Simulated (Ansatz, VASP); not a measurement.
# Two plane-wave programs on CrAuI2

```xyz
4
Lattice="3.6941 0.0000 0.0000 -1.8470 3.1992 0.0000 0.0000 -2.1328 8.2852" Properties=species:S:1:pos:R:3 pbc="T T T"
Cr    1.8470   -1.0664    4.1426
I     0.0000    0.0000    2.6553
I     1.8470    1.0664    5.6299
Au    0.0000    0.0000    0.0000
```

Alike in both runs: functional LDA; k mesh 5 × 5 × 5; non-collinear spin, spin-orbit coupling.

Ansatz relaxed the structure, and its values are those at the end. VASP's run is a single point on that final structure, the one shown.

|  | VASP | Ansatz |
| --- | --- | --- |
| version | VASP 6.6.1 | Ansatz 0.2.0 |
| potentials or method | VASP PAW LDA potentials, release 64 (Cr_pv, I, Au), cutoff 520 eV | PAW plane waves |
| occupations | fermi-dirac, width 0.1 eV | fermi-dirac |
| valence electrons in the cell | 37 | 67 |

VASP gave:

| Item | Value |
| --- | --- |
| pressure (GPa) | 0.1 |
| rms of the force components (eV/Å) | 0.004 |

Task: What did Ansatz give for the same quantities?

Result: Pressure (GPa): 0.0; rms of the force components (eV/Å): 0.001.

LDA's correlation is that of Perdew and Zunger in VASP and of Perdew and Wang (1992) in Ansatz. VASP's potentials hold 37 valence electrons a cell and Ansatz's 67, so a difference there can come from the potentials and not from the codes. Ansatz's warnings: structure snapped to symmetry.

The k mesh is coarse, so the values compare programs but aren't converged.
